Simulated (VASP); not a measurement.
# Hf3SiMo (Pmmm) in VASP: notebook

Hf3SiMo is run at these levels: PBE; tasks: single point, relaxation of cell and atoms.

All numbers are computed with VASP 6.6.1; they aren't measurements. Logs are shortened: lines on timing, memory, paths and dates and some standing lists are left out, and cuts for length are marked.

**1. The cell of the first run**

The structure is orthorhombic, space group Pmmm (No. 47). Conventional cell: a = 4.850 Å, b = 4.914 Å, c = 6.130 Å, α = 90.00°, β = 90.00°, γ = 90.00°. Hf (site symmetry mm2) has 2 Si at 2.83 Å and 4 Hf at 2.86 to 3.22 Å and 4 Mo at 3.75 Å within 3.8 Å. Hf (site symmetry mmm) has 2 Mo at 2.43 Å and 4 Hf at 2.86 Å within 3.2 Å. Within 3.2 Å of Si (site symmetry mmm) lie 2 Mo at 2.46 Å and 4 Hf at 2.83 Å. Within 3.2 Å of Mo (site symmetry mmm) lie 2 Hf at 2.43 Å and 2 Si at 2.46 Å.

The cell was generated, and may not be a known phase.

**2. Single point, PBE**

File INCAR:

```
SYSTEM = Hf3SiMo
PREC     = Accurate       ! precision mode
ENCUT    = 520            ! plane-wave cutoff, eV
EDIFF    = 1E-6           ! SCF threshold, eV
ISMEAR   = 0              ! smearing method
SIGMA    = 0.1            ! smearing width, eV
LREAL    = .False.        ! projectors in reciprocal space
LASPH    = .True.         ! aspherical terms in the spheres
NELM     = 60             ! most SCF steps
ALGO     = Fast           ! electronic algorithm
ISIF     = 2              ! what is computed and relaxed
LWAVE    = .False.        ! write WAVECAR
LCHARG   = .True.         ! write CHGCAR
GGA      = PE             ! functional
LELF     = .True.         ! ELF
LVHAR    = .True.       
NBANDS   = 32             ! bands
```

File KPOINTS:

```
regular mesh
0
Gamma
  4 4 4
  0 0 0
```

File POSCAR:

```
Hf3SiMo
1.0
    4.9142157162      0.0000000000      0.0000000000
    0.0000000000      6.1297324745      0.0000000000
    0.0000000000      0.0000000000      4.8504254025
Hf Si Mo
3 1 1
Direct
    0.5000000000      0.2376182046      0.0000000000
    0.5000000000      0.7623817954      0.0000000000
    0.0000000000      0.0000000000      0.0000000000
    0.5000000000      0.0000000000      0.5000000000
    0.0000000000      0.0000000000      0.5000000000
```

Potentials or basis: VASP PAW PBE potentials, release 64 (Hf_pv, Si, Mo_sv).

Launch:

```
> cat potpaw_PBE.64/Hf_pv/POTCAR potpaw_PBE.64/Si/POTCAR potpaw_PBE.64/Mo_sv/POTCAR > POTCAR
> mpirun -np 1 vasp_std > vasp.out
```

OUTCAR:

```text
SYSTEM = Hf3SiMo
   PREC = Accurate
   ENCUT = 520
   EDIFF = 1E-6
   ISMEAR = 0
   LREAL = .False.
   LASPH = .True.
   NELM = 60
   ISIF = 2
   GGA = PE

 ion  position               nearest neighbor table
   1  0.500  0.238  0.000-   4 2.83   4 2.83   3 2.86   3 2.86   2 2.91   2 3.22
   2  0.500  0.762  0.000-   4 2.83   4 2.83   3 2.86   3 2.86   1 2.91   1 3.22
   3  0.000  0.000  0.000-   5 2.43   5 2.43   1 2.86   2 2.86   1 2.86   2 2.86   4 3.45   4 3.45
                             4 3.45   4 3.45
   4  0.500  0.000  0.500-   5 2.46   5 2.46   1 2.83   1 2.83   2 2.83   2 2.83   3 3.45   3 3.45
                             3 3.45   3 3.45
   5  0.000  0.000  0.500-   3 2.43   3 2.43   4 2.46   4 2.46

  LATTYP: Found a simple orthorhombic cell.
 ALAT       =     4.8504254025
 B/A-ratio  =     1.0131514885
 C/A-ratio  =     1.2637515199

  Lattice vectors:

 A1 = (   0.0000000000,   0.0000000000,   4.8504254025)
 A2 = (   4.9142157162,   0.0000000000,   0.0000000000)
 A3 = (   0.0000000000,   6.1297324745,   0.0000000000)

Analysis of symmetry for initial positions (statically):
=====================================================================
 Subroutine PRICEL returns:
 Original cell was already a primitive cell.

 Routine SETGRP: Setting up the symmetry group for a
 simple orthorhombic supercell.

 Subroutine GETGRP returns: Found  8 space group operations
 (whereof  8 operations were pure point group operations)
 out of a pool of  8 trial point group operations.

The static configuration has the point symmetry D_2h.

Analysis of symmetry for dynamics (positions and initial velocities):
=====================================================================
 Subroutine PRICEL returns:
 Original cell was already a primitive cell.

 Routine SETGRP: Setting up the symmetry group for a
 simple orthorhombic supercell.

 Subroutine GETGRP returns: Found  8 space group operations
 (whereof  8 operations were pure point group operations)
 out of a pool of  8 trial point group operations.

The dynamic configuration has the point symmetry D_2h.

 Subroutine INISYM returns: Found  8 space group operations
 (whereof  8 operations are pure point group operations),
 and found     1 'primitive' translations

----------------------------------------------------------------------------------------

                                     Primitive cell

  volume of cell :     146.1085

  direct lattice vectors                    reciprocal lattice vectors
     4.914215716  0.000000000  0.000000000     0.203491271  0.000000000  0.000000000
     0.000000000  6.129732474  0.000000000     0.000000000  0.163139257  0.000000000
     0.000000000  0.000000000  4.850425402     0.000000000  0.000000000  0.206167484

  length of vectors
     4.914215716  6.129732474  4.850425402     0.203491271  0.163139257  0.206167484

  position of ions in fractional coordinates (direct lattice)
     0.500000000  0.237618205  0.000000000
     0.500000000  0.762381795  0.000000000
     0.000000000  0.000000000  0.000000000
     0.500000000  0.000000000  0.500000000
     0.000000000  0.000000000  0.500000000

  ion indices of the primitive-cell ions
   primitive index   ion index
                 1           1
                 2           2
                 3           3
                 4           4
                 5           5

----------------------------------------------------------------------------------------

 KPOINTS: regular mesh

Automatic generation of k-mesh.
 Grid dimensions read from file:
 generate k-points for:    4    4    4

 Generating k-lattice:

  Cartesian coordinates                     Fractional coordinates (reciprocal lattice)
     0.050872818  0.000000000  0.000000000     0.250000000  0.000000000  0.000000000
     0.000000000  0.040784814  0.000000000     0.000000000  0.250000000  0.000000000
     0.000000000  0.000000000  0.051541871     0.000000000  0.000000000  0.250000000

  Length of vectors
     0.050872818  0.040784814  0.051541871

  Shift w.r.t. Gamma in fractional coordinates (k-lattice)
     0.000000000  0.000000000  0.000000000

 Subroutine IBZKPT returns following result:
 ===========================================

 Found     27 irreducible k-points:

 Following reciprocal coordinates:
            Coordinates               Weight
  0.000000  0.000000  0.000000      1.000000
  0.250000  0.000000  0.000000      2.000000
  0.500000  0.000000  0.000000      1.000000
  0.000000  0.250000  0.000000      2.000000
  0.250000  0.250000  0.000000      4.000000
  0.500000  0.250000  0.000000      2.000000
[... 16 lines left out ...]
  0.250000  0.250000  0.500000      4.000000
  0.500000  0.250000  0.500000      2.000000
 [... further k-points ...]
   k-points           NKPTS =     27   k-points in BZ     NKDIM =     27   number of bands    NBANDS=     32
   number of dos      NEDOS =    301   number of ions     NIONS =      5
   total plane-waves  NPLWV =  69120
   dimension x,y,z NGX =    40 NGY =   48 NGZ =   36
   dimension x,y,z NGXF=    80 NGYF=   96 NGZF=   72
   ions per type =               3   1   1
   NGX,Y,Z   is equivalent  to a cutoff of  13.53, 13.02, 12.34 a.u.
   NGXF,Y,Z  is equivalent  to a cutoff of  27.06, 26.04, 24.68 a.u.
 SYSTEM =  Hf3SiMo
   PREC   = accura    normal or accurate (medium, high low for compatibility)
   ISTART =      0    job   : 0-new  1-cont  2-samecut
   ICHARG =      2    charge: 1-file 2-atom 10-const
   ISPIN  =      1    spin polarized calculation?
   LNONCOLLINEAR =      F non collinear calculations
   LSORBIT =      F    spin-orbit coupling
   LASPH  =      T    aspherical Exc in radial PAW
   ENCUT  =  520.0 eV  38.22 Ry    6.18 a.u.   9.14 11.40  9.02*2*pi/ulx,y,z
   NELM   =     60;   NELMIN=  2; NELMDL= -5     # of ELM steps
   EDIFF  = 0.1E-05   stopping-criterion for ELM
   LREAL  =      F    real-space projection
   EDIFFG = 0.1E-04   stopping-criterion for IOM
   NSW    =      0    number of steps for IOM
   IBRION =     -1    ionic relax: 0-MD 1-quasi-New 2-CG
   NFREE  =      0    steps in history (QN), initial steepest desc. (CG)
   ISIF   =      2    stress and relaxation
   ISYM   =      2    0-nonsym 1-usesym 2-fastsym
   POTIM  = 0.5000    time-step for ionic-motion
   TEBEG  =    0.0;   TEEND  =   0.0 temperature during run
   PSTRESS=    0.0 pullay stress
   NELECT =      48.0000    total number of electrons
   NUPDOWN=      -1.0000    fix difference up-down
   EMIN   =  10.00;   EMAX   =-10.00  energy-range for DOS
   EFERMI =   0.00;   METHOD = LEGACY
   ISMEAR =     0;   SIGMA  =   0.10  broadening in eV -4-tet -1-fermi 0-gaus
   EFERMI_NEDOS =   21; number of points for ismear=-14 and -15
   IALGO  =     68    algorithm
   IMIX   =      4    mixing-type and parameters
     AMIX     =   0.40;   BMIX     =  1.00
     AMIX_MAG =   1.60;   BMIX_MAG =  1.00
  volume/ion in A,a.u.               =      29.22       197.20
  Fermi-wavevector in a.u.,A,eV,Ry     =   1.129614  2.134661 17.361411  1.276028
  Thomas-Fermi vector in A             =   2.266308
   LORBIT       =      0    0 simple, 1 ext, 2 COOP (PROOUT), +10 PAW based schemes
   GGA     = PE    functional components
   LHFCALC =     F    Hartree Fock is set to
   AEXX    =    0.0000 exact exchange contribution
   IVDW    =     0    specifies the selected vdW correction
   LEPSILON=     F    determine dielectric tensor
   LRPA    =     F    only Hartree local field effects (RPA)
 non-spin polarized calculation
 RMM-DIIS sequential band-by-band and
 Gauss-broadening in eV      SIGMA  =   0.10
  energy-cutoff  :      520.00
  volume of cell :      146.11
 maximum number of plane-waves:      3956
 NGX is ok and might be reduce to    40
   NGX = 19   NGY = 23   NGZ = 19

 number of electron      48.0000006 magnetization

 Free energy of the ion-electron system (eV)
  ---------------------------------------------------
  ext. energy  EPLUGINS =         0.00000000
  ---------------------------------------------------
  free energy    TOTEN  =       -39.99649333 eV

  energy without entropy =      -39.96596682  energy(sigma->0) =      -39.98123007

 E-fermi :   3.0824     XC(G=0):  -9.1965

 val. band max:        3.0612154738   @ k =   0.5000   0.5000   0.2500
 cond. band min:       3.0852756997   @ k =   0.2500   0.2500   0.5000
 fundamental gap:      0.0240602258
 Fermi energy:         3.0823994393

 k-point     1 :       0.0000    0.0000    0.0000
  band No.  band energies     occupation
      1     -57.3326      2.00000
      2     -32.0363      2.00000
      3     -31.5352      2.00000
      4     -31.3904      2.00000
      5     -28.2462      2.00000
      6     -28.1941      2.00000
[... 24 lines left out ...]
     31       5.3317      0.00000
     32       5.5370      0.00000

 k-point     2 :       0.2500    0.0000    0.0000
  band No.  band energies     occupation
      1     -57.3325      2.00000
      2     -32.0361      2.00000
      3     -31.5375      2.00000
      4     -31.3905      2.00000
      5     -28.3004      2.00000
      6     -28.1115      2.00000
[... 24 lines left out ...]
     31       5.9547      0.00000
     32       6.4001      0.00000

 k-point     3 :       0.5000    0.0000    0.0000
  band No.  band energies     occupation
      1     -57.3325      2.00000
      2     -32.0358      2.00000
      3     -31.5398      2.00000
      4     -31.3906      2.00000
      5     -28.3222      2.00000
      6     -28.1105      2.00000
[... 24 lines left out ...]
     31       5.6554      0.00000
     32       6.2543      0.00000

 k-point     4 :       0.0000    0.2500    0.0000
  band No.  band energies     occupation
      1     -57.3326      2.00000
      2     -32.0363      2.00000
      3     -31.5352      2.00000
      4     -31.3904      2.00000
      5     -28.1870      2.00000
      6     -28.1782      2.00000
[... 654 lines left out ...]
     31       5.0812      0.00000
     32       5.9559      0.00000

 k-point    23 :       0.2500    0.2500    0.5000
  band No.  band energies     occupation
      1     -57.3378      2.00000
      2     -31.6895      2.00000
      3     -31.5314      2.00000
      4     -31.3849      2.00000
      5     -28.2421      2.00000
      6     -28.1106      2.00000
[... 24 lines left out ...]
     31       5.1582      0.00000
     32       5.6237      0.00000

 k-point    24 :       0.5000    0.2500    0.5000
  band No.  band energies     occupation
      1     -57.3377      2.00000
      2     -31.6895      2.00000
      3     -31.5340      2.00000
      4     -31.3848      2.00000
      5     -28.2574      2.00000
      6     -28.1071      2.00000
[... 24 lines left out ...]
     31       5.2582      0.00000
     32       5.6107      0.00000

 [... further k-points ...]

------------------------ aborting loop because EDIFF is reached ----------------------------------------

  FORCE on cell =-STRESS in cart. coord.  units (eV):
  Direction    XX          YY          ZZ          XY          YZ          ZX
  --------------------------------------------------------------------------------------
  -------------------------------------------------------------------------------------
  Total        0.1577407     -0.2745045     -0.3972732      0.0000000      0.0000000     -0.0000000
  in kB        1.7297324     -3.0101247     -4.3563654      0.0000000      0.0000000     -0.0000000
  external PRESSURE =      -1.8789192 kB  Pullay stress =       0.0000000 kB

 VOLUME and BASIS-vectors are now :
 -----------------------------------------------------------------------------
  energy-cutoff  :      520.00
  volume of cell :      146.11
      direct lattice vectors                 reciprocal lattice vectors
     4.914215716  0.000000000  0.000000000     0.203491271  0.000000000  0.000000000
     0.000000000  6.129732474  0.000000000     0.000000000  0.163139257  0.000000000
     0.000000000  0.000000000  4.850425402     0.000000000  0.000000000  0.206167484

 POSITION                                       TOTAL-FORCE (eV/Angst)
 -----------------------------------------------------------------------------------
      2.45711      1.45654      0.00000         0.000000     -0.029439      0.000000
      2.45711      4.67320      0.00000         0.000000      0.029439     -0.000000
      0.00000      0.00000      0.00000        -0.000000      0.000000      0.000000
      2.45711      0.00000      2.42521        -0.000000      0.000000      0.000000
      0.00000      0.00000      2.42521        -0.000000      0.000000      0.000000
 -----------------------------------------------------------------------------------
    total drift:                               -0.000000     -0.000000     -0.000000

  FREE ENERGIE OF THE ION-ELECTRON SYSTEM (eV)
  ---------------------------------------------------
  free  energy   TOTEN  =       -39.9964933254 eV

  energy  without entropy=      -39.9659668152  energy(sigma->0) =      -39.98123007
```

It took 92 s on 1 thread of AMD EPYC 9R45 (Zen 5), shared host; peak memory 0.28 GiB.

Results:

| Item | Value |
| --- | --- |
| Free energy | -39.9965 eV |
| Pressure | -0.2 GPa |
| Largest force | 0.029 eV/Å |
| Band gap on the k mesh | zero (bands 24 and 25 overlap by 0.73 eV) |

Forces in eV/Å, atoms in the order of the input:
```
Hf   0.000 -0.029  0.000
Hf   0.000  0.029  0.000
Hf   0.000  0.000  0.000
Si   0.000  0.000  0.000
Mo   0.000  0.000  0.000
```

Levels at points of the mesh, in eV from the Fermi level:
| k point | band 20 | band 21 | band 22 | band 23 | band 24 | band 25 | band 26 | band 27 | band 28 | band 29 |
| --- | --- | --- | --- | --- | --- | --- | --- | --- | --- | --- |
| (0.00, 0.00, 0.00) | -2.07 | -1.78 | -1.34 | -0.88 | -0.53 | 0.53 | 0.78 | 1.25 | 1.56 | 1.95 |
| (0.50, 0.00, 0.00) | -2.14 | -1.57 | -0.92 | -0.58 | 0.09 | 0.11 | 0.60 | 1.24 | 1.59 | 1.86 |
| (0.00, 0.50, 0.00) | -2.09 | -1.23 | -1.14 | -0.91 | -0.61 | 0.37 | 0.69 | 1.00 | 1.53 | 1.67 |
| (0.50, 0.50, 0.00) | -0.84 | -0.78 | -0.48 | -0.27 | -0.18 | -0.11 | 0.34 | 0.51 | 1.23 | 1.61 |
| (0.00, 0.00, 0.50) | -1.33 | -0.96 | -0.85 | -0.70 | -0.04 | 0.60 | 0.81 | 0.85 | 0.85 | 1.61 |
| (0.50, 0.00, 0.50) | -1.17 | -0.69 | -0.59 | -0.55 | -0.55 | -0.37 | 0.50 | 0.82 | 1.39 | 1.46 |
| (0.00, 0.50, 0.50) | -1.14 | -0.94 | -0.03 | 0.02 | 0.13 | 0.18 | 0.63 | 0.82 | 1.21 | 1.56 |
| (0.50, 0.50, 0.50) | -0.93 | -0.81 | -0.20 | 0.18 | 0.36 | 0.52 | 0.56 | 0.83 | 0.83 | 1.04 |

Caveat: spin-orbit coupling is left out, which moves the levels of the heavy elements.

**3. Single point, PBE**

This run uses another cell than the first one, of 21.99 Å³/atom.

File INCAR:

```
SYSTEM = Hf3SiMo
ALGO = Normal ; EDIFF = 1E-6
ENCUT = 520 ; GGA = PE
ISIF = 2 ; ISMEAR = 0
LASPH = .True. ; LCHARG = .False.
LREAL = .False. ; LWAVE = .False.
NBANDS = 32 ; NELM = 80
PREC = Accurate ; SIGMA = 0.1
```

File KPOINTS:

```
k-points
0
Gamma
  4 4 4
  0 0 0
```

File POSCAR:

```
Hf3SiMo
1.0
    4.0148162600      0.0000000000      0.0000000000
    0.0000000000      5.2137631900      0.0000000000
    0.0000000000      0.0000000000      5.2527532600
Hf Si Mo
3 1 1
Direct
    0.5000000000      0.2602399200      0.0000000000
    0.5000000000      0.7397600800      0.0000000000
    0.0000000000      0.0000000000      0.0000000000
    0.5000000000      0.0000000000      0.5000000000
    0.0000000000      0.0000000000      0.5000000000
```

Potentials or basis: VASP PAW PBE potentials, release 64 (Hf_pv, Si, Mo_sv).

Launch:

```
> cat potpaw_PBE.64/Hf_pv/POTCAR potpaw_PBE.64/Si/POTCAR potpaw_PBE.64/Mo_sv/POTCAR > POTCAR
> mpirun -np 1 vasp_std > vasp.out
```

Wall time 42 s (1 thread of AMD EPYC 9R45 (Zen 5), shared host); peak memory 0.23 GiB.

Results (log left out):

```yaml
Free_energy: -33.9541 eV
Pressure: 33.3 GPa
Largest_force: 1.777 eV/Å
Band_gap_on_the_k_mesh: zero (bands 24 and 25 overlap by 1.13 eV)
```

Forces on the atoms (eV/Å):
```
Hf   0.000  1.777  0.000
Hf   0.000 -1.777  0.000
Hf   0.000  0.000  0.000
Si   0.000  0.000  0.000
Mo   0.000  0.000  0.000
```

Stress tensor (GPa, compression positive):
```
77.26  0.00  0.00
 0.00 29.37  0.00
 0.00  0.00 -6.82
```

Levels at points of the mesh, in eV from the Fermi level:
```
           k point  band 21  band 22  band 23  band 24  band 25  band 26  band 27  band 28
(0.00, 0.00, 0.00)    -1.58    -1.13    -0.75     0.26     0.44     1.11     1.72     1.87
(0.50, 0.00, 0.00)    -2.15    -0.79    -0.49    -0.33    -0.07     1.71     1.97     2.88
(0.00, 0.50, 0.00)    -1.23    -1.16    -0.40    -0.36     0.15     0.70     1.70     1.89
(0.50, 0.50, 0.00)    -1.07    -0.95     0.27     0.56     1.00     1.15     1.52     1.88
(0.00, 0.00, 0.50)    -1.35    -1.21    -1.18    -1.17     0.54     0.75     0.93     2.38
(0.50, 0.00, 0.50)    -1.51    -1.01    -0.88    -0.78    -0.17     0.25     1.90     1.97
(0.00, 0.50, 0.50)    -1.34    -1.08    -0.52    -0.37     0.21     0.43     0.59     1.54
(0.50, 0.50, 0.50)    -1.09    -0.79     0.10     0.31     0.32     0.59     0.63     0.69
```

Caveat: the k points lie up to 0.39 Å⁻¹ apart, too coarse for converged energies and pressures of a metal; spin-orbit coupling is left out, which moves the levels of the heavy elements; forces of over 1 eV/Å act on the atoms, so gaps and moduli don't describe the material at rest.

(Continued in part 2 of 2.)

The gap in the log of VASP goes by the Fermi energy; the results here count the filled bands.